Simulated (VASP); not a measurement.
A run of VASP 6.6.1 is set up as follows.

INCAR

```
ALGO = Normal
EDIFF = 1E-6
ENCUT = 520
GGA = PE
ISIF = 2
ISMEAR = 0
ISPIN = 2
LASPH = T
LCHARG = T
LELF = T
LMAXMIX = 4
LORBIT = 11
LREAL = F
LVHAR = T
LWAVE = F
MAGMOM = 3.4 0 0
NBANDS = 32
NELM = 150
PREC = Accurate
SIGMA = 0.1
```

Contents of KPOINTS:

```
k-points
0
Gamma
  6 6 6
```

The input POSCAR:

```
MnSn2
1.0
   -1.5962065577      1.5962065577      6.6215395899
    1.5962065577     -1.5962065577      6.6215395899
    1.5962065577      1.5962065577     -6.6215395899
Mn Sn
1 2
Direct
    0.0000000000      0.0000000000      0.0000000000
    0.6405034807      0.6405034807      0.0000000000
    0.3594965193      0.3594965193      0.0000000000
```

Potentials or basis: VASP PAW PBE potentials, release 64 (Mn_pv, Sn_d).

Run with:

```bash
$ cat potpaw_PBE.64/Mn_pv/POTCAR potpaw_PBE.64/Sn_d/POTCAR > POTCAR
$ mpirun -np 1 vasp_std > vasp.out
```

Estimate the site moments.

Mn +3.53; Sn -0.05 μB.

What does it give for the pressure?

0.0 GPa.

Stress tensor (GPa, compression positive):
```
0.00 0.00 0.00
0.00 0.00 0.00
0.00 0.00 0.11
```

Caveat: the k points lie up to 0.46 Å⁻¹ apart.
